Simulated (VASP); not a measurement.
# Sr (Im-3m) in VASP: notebook

The runs below take Sr through single point, with PBEsol, LDA, SVWN5.

All numbers are computed with VASP 6.6.1; they aren't measurements. Logs are shortened: lines on timing, memory, paths and dates and some standing lists are left out, and cuts for length are marked.

### 1 The cell of the first run

Symmetry: Im-3m, No. 229, cubic system. The conventional cell has a = 4.870 Å, b = 4.870 Å, c = 4.870 Å, α = 90.00°, β = 90.00°, γ = 90.00°. Sr (site symmetry m-3m) has 14 Sr at 4.22 to 4.87 Å within 5.5 Å.

### 2 Single point, PBEsol

Contents of INCAR:

```
SYSTEM = Sr
PREC = Accurate
ENCUT = 520
EDIFF = 1E-6
ISMEAR = 0
SIGMA = 0.1
LREAL = .FALSE.
LASPH = .TRUE.
NELM = 60
ALGO = Normal
ISIF = 2
LWAVE = .FALSE.
LCHARG = .FALSE.
GGA = PS
NBANDS = 11
```

Contents of KPOINTS:

```
Automatic mesh
0
G
  8 8 8
  0 0 0
```

Contents of POSCAR:

```
Sr
1.0
    4.2175437200      0.0000000000      0.0000000000
   -1.4058479064      3.9763383526      0.0000000000
   -1.4058479064     -1.9881691756      3.4436100278
Sr
1
Direct
    0.0000000000      0.0000000000      0.0000000000
```

Potentials or basis: VASP PAW PBE potentials, release 64 (Sr_sv).

Started as:

```console
> cat potpaw_PBE.64/Sr_sv/POTCAR > POTCAR
> mpirun -np 1 vasp_std > vasp.out
```

OUTCAR:

```text
SYSTEM = Sr
   PREC = Accurate
   ENCUT = 520
   EDIFF = 1E-6
   ISMEAR = 0
   LREAL = .FALSE.
   LASPH = .TRUE.
   NELM = 60
   ISIF = 2
   GGA = PS

 ion  position               nearest neighbor table
   1  0.000  0.000  0.000-

  LATTYP: Found a body centered cubic cell.
 ALAT       =     4.8700000041

  Lattice vectors:

 A1 = (   4.2175437200,   0.0000000000,   0.0000000000)
 A2 = (  -1.4058479064,   3.9763383526,   0.0000000000)
 A3 = (  -1.4058479064,  -1.9881691756,   3.4436100278)

Analysis of symmetry for initial positions (statically):
=====================================================================
 Subroutine PRICEL returns:
 Original cell was already a primitive cell.

 Routine SETGRP: Setting up the symmetry group for a
 body centered cubic supercell.

 Subroutine GETGRP returns: Found 48 space group operations
 (whereof 48 operations were pure point group operations)
 out of a pool of 48 trial point group operations.

The static configuration has the point symmetry O_h .

Analysis of symmetry for dynamics (positions and initial velocities):
=====================================================================
 Subroutine PRICEL returns:
 Original cell was already a primitive cell.

 Routine SETGRP: Setting up the symmetry group for a
 body centered cubic supercell.

 Subroutine GETGRP returns: Found 48 space group operations
 (whereof 48 operations were pure point group operations)
 out of a pool of 48 trial point group operations.

The dynamic configuration has the point symmetry O_h .

 Subroutine INISYM returns: Found 48 space group operations
 (whereof 48 operations are pure point group operations),
 and found     1 'primitive' translations

----------------------------------------------------------------------------------------

                                     Primitive cell

  volume of cell :      57.7507

  direct lattice vectors                    reciprocal lattice vectors
     4.217543720  0.000000000  0.000000000     0.237104833  0.083829218  0.145196464
    -1.405847906  3.976338353  0.000000000     0.000000000  0.251487653  0.145196464
    -1.405847906 -1.988169176  3.443610028     0.000000000  0.000000000  0.290392928

  length of vectors
     4.217543720  4.217543720  4.217543720     0.290392928  0.290392928  0.290392928

  position of ions in fractional coordinates (direct lattice)
     0.000000000  0.000000000  0.000000000

  ion indices of the primitive-cell ions
   primitive index   ion index
                 1           1

----------------------------------------------------------------------------------------

 KPOINTS: Automatic mesh

Automatic generation of k-mesh.
 Grid dimensions read from file:
 generate k-points for:    8    8    8

 Generating k-lattice:

  Cartesian coordinates                     Fractional coordinates (reciprocal lattice)
     0.029638104  0.010478652  0.018149558     0.125000000 -0.000000000 -0.000000000
     0.000000000  0.031435957  0.018149558     0.000000000  0.125000000  0.000000000
     0.000000000  0.000000000  0.036299116     0.000000000  0.000000000  0.125000000

  Length of vectors
     0.036299116  0.036299116  0.036299116

  Shift w.r.t. Gamma in fractional coordinates (k-lattice)
     0.000000000  0.000000000  0.000000000

 Subroutine IBZKPT returns following result:
 ===========================================

 Found     29 irreducible k-points:

 Following reciprocal coordinates:
            Coordinates               Weight
  0.000000  0.000000  0.000000      1.000000
  0.125000 -0.000000  0.000000     12.000000
  0.250000 -0.000000  0.000000     12.000000
  0.375000 -0.000000  0.000000     12.000000
  0.500000 -0.000000  0.000000      6.000000
  0.125000  0.125000  0.000000     24.000000
[... 16 lines left out ...]
 -0.250000  0.250000  0.250000      6.000000
 -0.375000  0.375000  0.250000     24.000000
 [... further k-points ...]
   k-points           NKPTS =     29   k-points in BZ     NKDIM =     29   number of bands    NBANDS=     11
   number of dos      NEDOS =    301   number of ions     NIONS =      1
   total plane-waves  NPLWV =  32768
   dimension x,y,z NGX =    32 NGY =   32 NGZ =   32
   dimension x,y,z NGXF=    64 NGYF=   64 NGZF=   64
   ions per type =               1
   NGX,Y,Z   is equivalent  to a cutoff of  12.61, 12.61, 12.61 a.u.
   NGXF,Y,Z  is equivalent  to a cutoff of  25.23, 25.23, 25.23 a.u.
 SYSTEM =  Sr
   PREC   = accura    normal or accurate (medium, high low for compatibility)
   ISTART =      0    job   : 0-new  1-cont  2-samecut
   ICHARG =      2    charge: 1-file 2-atom 10-const
   ISPIN  =      1    spin polarized calculation?
   LNONCOLLINEAR =      F non collinear calculations
   LSORBIT =      F    spin-orbit coupling
   LASPH  =      T    aspherical Exc in radial PAW
   ENCUT  =  520.0 eV  38.22 Ry    6.18 a.u.   7.84  7.84  7.84*2*pi/ulx,y,z
   NELM   =     60;   NELMIN=  2; NELMDL= -5     # of ELM steps
   EDIFF  = 0.1E-05   stopping-criterion for ELM
   LREAL  =      F    real-space projection
   EDIFFG = 0.1E-04   stopping-criterion for IOM
   NSW    =      0    number of steps for IOM
   IBRION =     -1    ionic relax: 0-MD 1-quasi-New 2-CG
   NFREE  =      0    steps in history (QN), initial steepest desc. (CG)
   ISIF   =      2    stress and relaxation
   ISYM   =      2    0-nonsym 1-usesym 2-fastsym
   POTIM  = 0.5000    time-step for ionic-motion
   TEBEG  =    0.0;   TEEND  =   0.0 temperature during run
   PSTRESS=    0.0 pullay stress
   NELECT =      10.0000    total number of electrons
   NUPDOWN=      -1.0000    fix difference up-down
   EMIN   =  10.00;   EMAX   =-10.00  energy-range for DOS
   EFERMI =   0.00;   METHOD = LEGACY
   ISMEAR =     0;   SIGMA  =   0.10  broadening in eV -4-tet -1-fermi 0-gaus
   EFERMI_NEDOS =   21; number of points for ismear=-14 and -15
   IALGO  =     38    algorithm
   IMIX   =      4    mixing-type and parameters
     AMIX     =   0.40;   BMIX     =  1.00
     AMIX_MAG =   1.60;   BMIX_MAG =  1.00
  volume/ion in A,a.u.               =      57.75       389.72
  Fermi-wavevector in a.u.,A,eV,Ry     =   0.912478  1.724334 11.328437  0.832617
  Thomas-Fermi vector in A             =   2.036879
   LORBIT       =      0    0 simple, 1 ext, 2 COOP (PROOUT), +10 PAW based schemes
   GGA     = PS    functional components
   LHFCALC =     F    Hartree Fock is set to
   AEXX    =    0.0000 exact exchange contribution
   IVDW    =     0    specifies the selected vdW correction
   LEPSILON=     F    determine dielectric tensor
   LRPA    =     F    only Hartree local field effects (RPA)
 non-spin polarized calculation
 Gauss-broadening in eV      SIGMA  =   0.10
  energy-cutoff  :      520.00
  volume of cell :       57.75
 maximum number of plane-waves:      1568
   NGX = 15   NGY = 15   NGZ = 15

 number of electron      10.0000000 magnetization

 Free energy of the ion-electron system (eV)
  ---------------------------------------------------
  ext. energy  EPLUGINS =         0.00000000
  ---------------------------------------------------
  free energy    TOTEN  =        -1.81357364 eV

  energy without entropy =       -1.80870210  energy(sigma->0) =       -1.81113787

 E-fermi :   1.3475     XC(G=0):  -7.2800

 val. band max:        1.2909754619   @ k =   0.5000   0.5000   0.3750
 cond. band min:       1.3562698216   @ k =   0.5000   0.5000   0.3750
 fundamental gap:      0.0652943597
 Fermi energy:         1.3474506340

 k-point     1 :       0.0000    0.0000    0.0000
  band No.  band energies     occupation
      1     -35.2957      2.00000
      2     -17.2026      2.00000
      3     -17.2026      2.00000
      4     -17.2026      2.00000
      5      -2.2409      2.00000
      6       3.6383      0.00000
      7       3.6383      0.00000
      8       3.6383      0.00000
      9       4.9210      0.00000
     10       4.9210      0.00000
     11       9.2443      0.00000

 k-point     2 :       0.1250   -0.0000    0.0000
  band No.  band energies     occupation
      1     -35.2939      2.00000
      2     -17.2279      2.00000
      3     -17.2110      2.00000
      4     -17.2025      2.00000
      5      -1.9885      2.00000
      6       3.4280      0.00000
      7       3.4517      0.00000
      8       3.8812      0.00000
      9       4.6759      0.00000
     10       4.9142      0.00000
     11       9.4481      0.00000

 k-point     3 :       0.2500   -0.0000    0.0000
  band No.  band energies     occupation
      1     -35.2896      2.00000
      2     -17.2880      2.00000
      3     -17.2311      2.00000
      4     -17.2025      2.00000
      5      -1.2833      2.00000
      6       2.7559      0.00000
      7       3.0078      0.00000
      8       4.5868      0.00000
      9       4.6787      0.00000
     10       4.9768      0.00000
     11       8.8638      0.00000

 k-point     4 :       0.3750   -0.0000    0.0000
  band No.  band energies     occupation
      1     -35.2853      2.00000
      2     -17.3469      2.00000
      3     -17.2512      2.00000
      4     -17.2024      2.00000
      5      -0.3095      2.00000
      6       1.9825      0.00000
      7       2.6661      0.00000
      8       4.7872      0.00000
      9       5.1934      0.00000
     10       5.6607      0.00000
     11       7.4083      0.00000
[... 239 lines left out ...]
 k-point    22 :       0.2500    0.2500    0.2500
  band No.  band energies     occupation
      1     -35.2828      2.00000
      2     -17.2851      2.00000
      3     -17.2851      2.00000
      4     -17.2851      2.00000
      5       1.6685      0.00001
      6       1.6685      0.00001
      7       1.6685      0.00001
      8       4.0067      0.00000
      9       5.4539      0.00000
     10       5.4539      0.00000
     11       7.7462      0.00000

 k-point    23 :      -0.2500    0.2500    0.2500
  band No.  band energies     occupation
      1     -35.2842      2.00000
      2     -17.2902      2.00000
      3     -17.2617      2.00000
      4     -17.2617      2.00000
      5      -0.4214      2.00000
      6       2.5839      0.00000
      7       3.4085      0.00000
      8       3.4085      0.00000
      9       4.6696      0.00000
     10       5.0430      0.00000
     11       8.0935      0.00000

 k-point    24 :      -0.3750    0.3750    0.2500
  band No.  band energies     occupation
      1     -35.2803      2.00000
      2     -17.3285      2.00000
      3     -17.2832      2.00000
      4     -17.2659      2.00000
      5       0.4410      2.00000
      6       1.9185      0.00000
      7       3.3887      0.00000
      8       3.5094      0.00000
      9       4.7061      0.00000
     10       5.4739      0.00000
     11       7.6708      0.00000

 [... further k-points ...]
[... 5 lines left out ...]
  --------------------------------------------------------------------------------------
  -------------------------------------------------------------------------------------
  Total       -0.4524541     -0.4524541     -0.4524541     -0.0000000     -0.0000000     -0.0000000
  in kB      -12.5524432    -12.5524432    -12.5524432     -0.0000000     -0.0000000     -0.0000000
  external PRESSURE =     -12.5524432 kB  Pullay stress =       0.0000000 kB

 VOLUME and BASIS-vectors are now :
 -----------------------------------------------------------------------------
  energy-cutoff  :      520.00
  volume of cell :       57.75
      direct lattice vectors                 reciprocal lattice vectors
     4.217543720  0.000000000  0.000000000     0.237104833  0.083829218  0.145196464
    -1.405847906  3.976338353  0.000000000     0.000000000  0.251487653  0.145196464
    -1.405847906 -1.988169176  3.443610028     0.000000000  0.000000000  0.290392928

 POSITION                                       TOTAL-FORCE (eV/Angst)
 -----------------------------------------------------------------------------------
      0.00000      0.00000      0.00000         0.000000      0.000000      0.000000
 -----------------------------------------------------------------------------------
    total drift:                               -0.000000     -0.000000      0.000000

  FREE ENERGIE OF THE ION-ELECTRON SYSTEM (eV)
  ---------------------------------------------------
  free  energy   TOTEN  =        -1.8135736422 eV

  energy  without entropy=       -1.8087020995  energy(sigma->0) =       -1.81113787
```

Wall time 27 s (1 thread of AMD EPYC 7R13, shared host); peak memory 0.15 GiB.

What came out:

```yaml
Free_energy: -1.8136 eV
Pressure: -1.3 GPa
Band_gap_on_the_k_mesh: zero (band 5 reaches 1.67 eV, above the bottom of band 6 at 1.27 eV)
```

Caveat: the PAW data sets were made with another functional, which shifts forces and pressure a little.

(Part 1 of 3 ends here.)
